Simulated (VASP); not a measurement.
# W (Fm-3m) in VASP: a series of runs

Runs on W. Level: LDA. Tasks: single point.

Everything below comes from runs of VASP 6.6.1. Logs are shortened: lines on timing, memory, paths and dates and some standing lists are left out, and cuts for length are marked.

## 1. The cell of the first run

Symmetry: Fm-3m, No. 225, cubic system. The conventional cell has a = 4.060 Å, b = 4.060 Å, c = 4.060 Å, α = 90.00°, β = 90.00°, γ = 90.00°. W (site symmetry m-3m) has 12 W at 2.87 Å within 3.8 Å.

## 2. Single point, LDA, collinear spin, ferromagnetic start

INCAR reads:

```
  PREC = Accurate
  ENCUT = 520
  EDIFF = 1E-7
  ISMEAR = -1
  SIGMA = 0.08
  LREAL = F
  LASPH = T
  NELM = 150
  ALGO = Normal
  ISIF = 2
  LWAVE = F
  LCHARG = F
  ISPIN = 2
  MAGMOM = 0.05
  LORBIT = 11
  NUPDOWN = 0.05
  LMAXMIX = 4
  GGA = CA
  NBANDS = 17
```

KPOINTS reads:

```
Automatic mesh
0
Gamma
  12 12 12
```

POSCAR reads:

```
W
1.0
    0.0000000000      2.0300000000      2.0300000000
    2.0300000000      0.0000000000      2.0300000000
    2.0300000000      2.0300000000      0.0000000000
W
1
Direct
    0.0000000000      0.0000000000      0.0000000000
```

Potentials or basis: VASP PAW LDA potentials, release 64 (W_sv).

Command:

```bash
$ cat potpaw_LDA.64/W_sv/POTCAR > POTCAR
$ mpirun -np 1 vasp_std > vasp.out
```

OUTCAR:

```text
PREC = Accurate
   ENCUT = 520
   EDIFF = 1E-7
   ISMEAR = -1
   LREAL = F
   LASPH = T
   NELM = 150
   ISIF = 2
   ISPIN = 2
   LORBIT = 11
   NUPDOWN = 0.05
   GGA = CA

 ion  position               nearest neighbor table
   1  0.000  0.000  0.000-

  LATTYP: Found a face centered cubic cell.
 ALAT       =     4.0600000000

  Lattice vectors:

 A1 = (   0.0000000000,   2.0300000000,   2.0300000000)
 A2 = (   2.0300000000,   0.0000000000,   2.0300000000)
 A3 = (   2.0300000000,   2.0300000000,   0.0000000000)

Analysis of symmetry for initial positions (statically):
=====================================================================
 Subroutine PRICEL returns:
 Original cell was already a primitive cell.

 Routine SETGRP: Setting up the symmetry group for a
 face centered cubic supercell.

 Subroutine GETGRP returns: Found 48 space group operations
 (whereof 48 operations were pure point group operations)
 out of a pool of 48 trial point group operations.

The static configuration has the point symmetry O_h .

Analysis of symmetry for dynamics (positions and initial velocities):
=====================================================================
 Subroutine PRICEL returns:
 Original cell was already a primitive cell.

 Routine SETGRP: Setting up the symmetry group for a
 face centered cubic supercell.

 Subroutine GETGRP returns: Found 48 space group operations
 (whereof 48 operations were pure point group operations)
 out of a pool of 48 trial point group operations.

The dynamic configuration has the point symmetry O_h .

Analysis of structural, dynamic, and magnetic symmetry:
=====================================================================
 Subroutine PRICEL returns:
 Original cell was already a primitive cell.

 Routine SETGRP: Setting up the symmetry group for a
 face centered cubic supercell.

 Subroutine GETGRP returns: Found 48 space group operations
 (whereof 48 operations were pure point group operations)
 out of a pool of 48 trial point group operations.

The overall configuration has the point symmetry O_h .

 Subroutine INISYM returns: Found 48 space group operations
 (whereof 48 operations are pure point group operations),
 and found     1 'primitive' translations

----------------------------------------------------------------------------------------

                                     Primitive cell

  volume of cell :      16.7309

  direct lattice vectors                    reciprocal lattice vectors
     0.000000000  2.030000000  2.030000000    -0.246305419  0.246305419  0.246305419
     2.030000000  0.000000000  2.030000000     0.246305419 -0.246305419  0.246305419
     2.030000000  2.030000000  0.000000000     0.246305419  0.246305419 -0.246305419

  length of vectors
     2.870853532  2.870853532  2.870853532     0.426613499  0.426613499  0.426613499

  position of ions in fractional coordinates (direct lattice)
     0.000000000  0.000000000  0.000000000

  ion indices of the primitive-cell ions
   primitive index   ion index
                 1           1

----------------------------------------------------------------------------------------

 KPOINTS: Automatic mesh

Automatic generation of k-mesh.
 Grid dimensions read from file:
 generate k-points for:   12   12   12

 Generating k-lattice:

  Cartesian coordinates                     Fractional coordinates (reciprocal lattice)
    -0.020525452  0.020525452  0.020525452     0.083333333  0.000000000  0.000000000
     0.020525452 -0.020525452  0.020525452     0.000000000  0.083333333  0.000000000
     0.020525452  0.020525452 -0.020525452     0.000000000  0.000000000  0.083333333

  Length of vectors
     0.035551125  0.035551125  0.035551125

  Shift w.r.t. Gamma in fractional coordinates (k-lattice)
     0.000000000  0.000000000  0.000000000

 Subroutine IBZKPT returns following result:
 ===========================================

 Found     72 irreducible k-points:

 Following reciprocal coordinates:
            Coordinates               Weight
  0.000000  0.000000  0.000000      1.000000
  0.083333  0.000000  0.000000      8.000000
  0.166667  0.000000  0.000000      8.000000
  0.250000  0.000000  0.000000      8.000000
  0.333333  0.000000  0.000000      8.000000
  0.416667  0.000000  0.000000      8.000000
[... 16 lines left out ...]
  0.500000  0.166667  0.000000     24.000000
 -0.416667  0.166667  0.000000     24.000000
 [... further k-points ...]
   k-points           NKPTS =     72   k-points in BZ     NKDIM =     72   number of bands    NBANDS=     17
   number of dos      NEDOS =    301   number of ions     NIONS =      1
   total plane-waves  NPLWV =  13824
   dimension x,y,z NGX =    24 NGY =   24 NGZ =   24
   dimension x,y,z NGXF=    48 NGYF=   48 NGZF=   48
   ions per type =               1
   NGX,Y,Z   is equivalent  to a cutoff of  13.90, 13.90, 13.90 a.u.
   NGXF,Y,Z  is equivalent  to a cutoff of  27.80, 27.80, 27.80 a.u.
 SYSTEM =  unknown system
   PREC   = accura    normal or accurate (medium, high low for compatibility)
   ISTART =      0    job   : 0-new  1-cont  2-samecut
   ICHARG =      2    charge: 1-file 2-atom 10-const
   ISPIN  =      2    spin polarized calculation?
   LNONCOLLINEAR =      F non collinear calculations
   LSORBIT =      F    spin-orbit coupling
   LASPH  =      T    aspherical Exc in radial PAW
   ENCUT  =  520.0 eV  38.22 Ry    6.18 a.u.   5.34  5.34  5.34*2*pi/ulx,y,z
   NELM   =    150;   NELMIN=  2; NELMDL= -5     # of ELM steps
   EDIFF  = 0.1E-06   stopping-criterion for ELM
   LREAL  =      F    real-space projection
   EDIFFG = 0.1E-05   stopping-criterion for IOM
   NSW    =      0    number of steps for IOM
   IBRION =     -1    ionic relax: 0-MD 1-quasi-New 2-CG
   NFREE  =      0    steps in history (QN), initial steepest desc. (CG)
   ISIF   =      2    stress and relaxation
   ISYM   =      2    0-nonsym 1-usesym 2-fastsym
   POTIM  = 0.5000    time-step for ionic-motion
   TEBEG  =    0.0;   TEEND  =   0.0 temperature during run
   PSTRESS=    0.0 pullay stress
   NELECT =      14.0000    total number of electrons
   NUPDOWN=       0.0500    fix difference up-down
   EMIN   =  10.00;   EMAX   =-10.00  energy-range for DOS
   EFERMI =   0.00;   METHOD = LEGACY
   ISMEAR =    -1;   SIGMA  =   0.08  broadening in eV -4-tet -1-fermi 0-gaus
   EFERMI_NEDOS =   21; number of points for ismear=-14 and -15
   IALGO  =     38    algorithm
   IMIX   =      4    mixing-type and parameters
     AMIX     =   0.40;   BMIX     =  1.00
     AMIX_MAG =   1.60;   BMIX_MAG =  1.00
  volume/ion in A,a.u.               =      16.73       112.91
  Fermi-wavevector in a.u.,A,eV,Ry     =   1.542688  2.915258 32.380324  2.379887
  Thomas-Fermi vector in A             =   2.648457
   LORBIT       =     11    0 simple, 1 ext, 2 COOP (PROOUT), +10 PAW based schemes
   GGA     = CA    functional components
   LHFCALC =     F    Hartree Fock is set to
   AEXX    =    0.0000 exact exchange contribution
   IVDW    =     0    specifies the selected vdW correction
   LEPSILON=     F    determine dielectric tensor
   LRPA    =     F    only Hartree local field effects (RPA)
 spin polarized calculation
  energy-cutoff  :      520.00
  volume of cell :       16.73
 maximum number of plane-waves:       464
 NGX is ok and might be reduce to    24
   NGX = 11   NGY = 11   NGZ = 11

 number of electron      14.0000002 magnetization       0.0500000

 Free energy of the ion-electron system (eV)
  ---------------------------------------------------
  ext. energy  EPLUGINS =         0.00000000
  ---------------------------------------------------
  free energy    TOTEN  =       -13.57461829 eV

  energy without entropy =      -13.54704136  energy(sigma->0) =      -13.56082983

 E-fermi :  10.0886     XC(G=0): -13.5170

 val. band max:       10.1334408899   @ k =   0.4167   0.0000   0.0000
 cond. band min:      10.1005507394   @ k =  -0.2500   0.0833   0.0000
 fundamental gap:     -0.0328901505
 Fermi energy:        10.1355819186

 spin component 1

 k-point     1 :       0.0000    0.0000    0.0000
  band No.  band energies     occupation
      1     -63.1677      1.00000
      2     -27.0723      1.00000
      3     -27.0723      1.00000
      4     -27.0723      1.00000
      5       1.2722      1.00000
      6       9.5181      0.99956
[... 9 lines left out ...]
     16      43.6729      0.00000
     17      43.6729      0.00000

 k-point     2 :       0.0833    0.0000    0.0000
  band No.  band energies     occupation
      1     -63.1610      1.00000
      2     -27.1504      1.00000
      3     -27.0823      1.00000
      4     -27.0823      1.00000
      5       1.5695      1.00000
      6       9.3002      0.99997
[... 9 lines left out ...]
     16      40.6678      0.00000
     17      41.9419      0.00000
[... 421 lines left out ...]
 k-point    24 :      -0.4167    0.1667    0.0000
  band No.  band energies     occupation
      1     -63.0573      1.00000
      2     -28.0668      1.00000
      3     -27.4227      1.00000
      4     -27.2606      1.00000
      5       5.5893      1.00000
      6       8.1801      1.00000
[... 9 lines left out ...]
     16      38.0156      0.00000
     17      40.8611      0.00000

 [... further k-points ...]

 spin component 2

 k-point     1 :       0.0000    0.0000    0.0000
  band No.  band energies     occupation
      1     -63.1513      1.00000
      2     -27.0517      1.00000
      3     -27.0517      1.00000
      4     -27.0517      1.00000
      5       1.2963      1.00000
      6       9.5453      0.99888
[... 9 lines left out ...]
     16      43.6965      0.00000
     17      43.6965      0.00000

 k-point     2 :       0.0833    0.0000    0.0000
  band No.  band energies     occupation
      1     -63.1446      1.00000
      2     -27.1298      1.00000
      3     -27.0617      1.00000
      4     -27.0617      1.00000
      5       1.5935      1.00000
      6       9.3272      0.99993
[... 9 lines left out ...]
     16      40.6922      0.00000
     17      41.9663      0.00000
[... 421 lines left out ...]
 k-point    24 :      -0.4167    0.1667    0.0000
  band No.  band energies     occupation
      1     -63.0409      1.00000
      2     -28.0456      1.00000
      3     -27.4019      1.00000
      4     -27.2398      1.00000
      5       5.6148      1.00000
      6       8.2058      1.00000
[... 9 lines left out ...]
     16      38.0404      0.00000
     17      40.8859      0.00000

 [... further k-points ...]
[... 5 lines left out ...]
  --------------------------------------------------------------------------------------
  -------------------------------------------------------------------------------------
  Total       -1.7511270     -1.7511270     -1.7511270     -0.0000000      0.0000000     -0.0000000
  in kB     -167.6911367   -167.6911367   -167.6911367     -0.0000000      0.0000000     -0.0000000
  external PRESSURE =    -167.6911367 kB  Pullay stress =       0.0000000 kB

 VOLUME and BASIS-vectors are now :
 -----------------------------------------------------------------------------
  energy-cutoff  :      520.00
  volume of cell :       16.73
      direct lattice vectors                 reciprocal lattice vectors
     0.000000000  2.030000000  2.030000000    -0.246305419  0.246305419  0.246305419
     2.030000000  0.000000000  2.030000000     0.246305419 -0.246305419  0.246305419
     2.030000000  2.030000000  0.000000000     0.246305419  0.246305419 -0.246305419

 POSITION                                       TOTAL-FORCE (eV/Angst)
 -----------------------------------------------------------------------------------
      0.00000      0.00000      0.00000        -0.000000     -0.000000     -0.000000
 -----------------------------------------------------------------------------------
    total drift:                                0.000000      0.000000      0.000000

  FREE ENERGIE OF THE ION-ELECTRON SYSTEM (eV)
  ---------------------------------------------------
  free  energy   TOTEN  =       -13.5746182923 eV

  energy  without entropy=      -13.5470413642  energy(sigma->0) =      -13.56082983

 total charge

# of ion       s       p       d       tot
------------------------------------------
    1        2.402   6.288   3.332  12.022

 magnetization (x)

# of ion       s       p       d       tot
------------------------------------------
    1        0.000   0.002   0.038   0.040
```

It took 22 s on 1 thread of Intel Xeon Platinum 8488C (Sapphire Rapids), shared host; peak memory 0.15 GiB.

What came out:

- Free energy: -13.5746 eV
- Pressure: -16.8 GPa
- Net moment: 0.05 μB per cell
- Site moments: W +0.04 μB
- Valence electrons inside the program's atomic spheres: W 12.02

Caveat: spin-orbit coupling is left out, which moves the levels of the heavy elements; the total moment is fixed, so each spin has its own Fermi level.

## 3. Single point, LDA, collinear spin, ferromagnetic start

INCAR reads:

```
SYSTEM = W
PREC     = Accurate       ! precision mode
ENCUT    = 520            ! plane-wave cutoff, eV
EDIFF    = 1E-7           ! SCF threshold, eV
ISMEAR   = -1             ! smearing method
SIGMA    = 0.08           ! smearing width, eV
LREAL    = .False.        ! projectors in reciprocal space
LASPH    = .True.         ! aspherical terms in the spheres
NELM     = 150            ! most SCF steps
ALGO     = Normal         ! electronic algorithm
ISIF     = 2              ! what is computed and relaxed
LWAVE    = .False.        ! write WAVECAR
LCHARG   = .False.        ! write CHGCAR
ISPIN    = 2              ! spin polarisation
MAGMOM   = 0.05           ! initial moments
LORBIT   = 11             ! projections on sites
NUPDOWN  = 0.05           ! fixed moment
LMAXMIX  = 4              ! l up to which the mixer works
GGA      = CA             ! functional
NBANDS   = 17             ! bands
```

KPOINTS reads:

```
Automatic mesh
0
Gamma
  12 12 12
  0 0 0
```

POSCAR is that of step 2.

Potentials or basis: VASP PAW LDA potentials, release 64 (W_sv).

Command:

```bash
$ cat potpaw_LDA.64/W_sv/POTCAR > POTCAR
$ mpirun -np 1 vasp_std > vasp.out
```

Run time: 25 s. Hardware: 1 thread of Intel Xeon Platinum 8488C (Sapphire Rapids), shared host; peak memory 0.15 GiB.

It converged, with:

```yaml
Free_energy: -13.5746 eV
Pressure: -16.8 GPa
Net_moment: 0.05 μB per cell
Site_moments: W +0.04 μB
Valence_electrons_inside_the_program's_atomic_spheres: W 12.02
```

Caveat: spin-orbit coupling is left out, which moves the levels of the heavy elements; the total moment is fixed, so each spin has its own Fermi level.

## 4. Single point, LDA, collinear spin, ferromagnetic start

INCAR reads:

```
SYSTEM = W
PREC = Accurate ; ENCUT = 520
EDIFF = 1E-7 ; ISMEAR = -1
SIGMA = 0.08 ; LREAL = .FALSE.
LASPH = .TRUE. ; NELM = 150
ALGO = Normal ; ISIF = 2
LWAVE = .FALSE. ; LCHARG = .FALSE.
ISPIN = 2 ; MAGMOM = 0.15
LORBIT = 11 ; NUPDOWN = 0.15
LMAXMIX = 4 ; NBANDS = 17
```

KPOINTS reads:

```
Automatic mesh
0
G
  12 12 12
  0 0 0
```

POSCAR is that of step 3.

Command:

```bash
$ cat potpaw_LDA.64/W_sv/POTCAR > POTCAR
$ mpirun -np 1 vasp_std > vasp.out
```

It took 20 s on 1 thread of Intel Xeon Platinum 8488C (Sapphire Rapids), shared host; peak memory 0.16 GiB.

Results (log left out):

```
Free energy                                           : -13.5698 eV
Pressure                                              : -16.6 GPa
Net moment                                            : 0.15 μB per cell
Site moments                                          : W +0.12 μB
Valence electrons inside the program's atomic spheres : W 12.02
```

Caveat: spin-orbit coupling is left out, which moves the levels of the heavy elements; the total moment is fixed, so each spin has its own Fermi level.

## 5. Single point, LDA, collinear spin, ferromagnetic start

INCAR reads:

```
  ALGO = Normal
  EDIFF = 1E-6
  ENCUT = 520
  ISIF = 2
  ISMEAR = -1
  ISPIN = 2
  LASPH = True
  LCHARG = False
  LMAXMIX = 4
  LORBIT = 11
  LREAL = False
  LWAVE = False
  MAGMOM = 0.3
  NBANDS = 17
  NELM = 150
  NUPDOWN = 0.3
  PREC = Accurate
  SIGMA = 0.08
```

KPOINTS reads:

```
k-points
0
Gamma
  12 12 12
```

POSCAR is that of step 4.

Command:

```bash
$ cat potpaw_LDA.64/W_sv/POTCAR > POTCAR
$ mpirun -np 1 vasp_std > vasp.out
```

It took 21 s on 1 thread of Intel Xeon Platinum 8488C (Sapphire Rapids), shared host; peak memory 0.16 GiB.

Results (log left out):

```yaml
Free_energy: -13.5520 eV
Pressure: -16.6 GPa
Net_moment: 0.30 μB per cell
Site_moments: W +0.24 μB
Valence_electrons_inside_the_program's_atomic_spheres: W 12.02
```

Caveat: spin-orbit coupling is left out, which moves the levels of the heavy elements; the total moment is fixed, so each spin has its own Fermi level.

## 6. Summary

```tsv
fixed moment (μB)	pressure (GPa)	moment (μB)
0.05	-16.8	0.05
0.15	-16.6	0.15
0.3	-16.6	0.30
```

Alike in all rows: task single point; level LDA; potentials or basis VASP PAW LDA potentials, release 64 (W_sv); spin collinear, ferromagnetic start; cell as given; k mesh 12 × 12 × 12; cutoff (eV) 520; smearing fermi-dirac 0.08 eV.

Caveats: spin-orbit coupling is left out, which moves the levels of the heavy elements; the total moment is fixed, so each spin has its own Fermi level.

Absolute energies hang on the potentials; compare differences alone.
